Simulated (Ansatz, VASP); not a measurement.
## One calculation of Al, two programs

```
Al
1.0
     0.00000    2.01991    2.01991
     2.01991    0.00000    2.01991
     2.01991    2.01991    0.00000
Al
1
Direct
  0.00000 0.00000 0.00000
```

Alike in both runs: functional PBE; k mesh 23 × 23 × 23; no spin polarisation.

Ansatz relaxed the structure, and its values are those at the end. VASP's run is a single point on that final structure, the one shown.

|  | VASP | Ansatz |
| --- | --- | --- |
| version | VASP 6.6.1 | Ansatz 0.2.0 |
| potentials or method | VASP PAW PBE potentials, release 64 (Al) | plane-wave PAW, scalar-relativistic |
| plane-wave cutoff (eV) | 520 | 420 |
| occupations | methfessel-paxton of order 1, width 0.1 eV | cold, width 0.1 eV |
| valence electrons in the cell | 3 | 3 |

|  | VASP | Ansatz | Ansatz less VASP |
| --- | --- | --- | --- |
| pressure (GPa) | 0.0 | 0.0 | +0.02 |
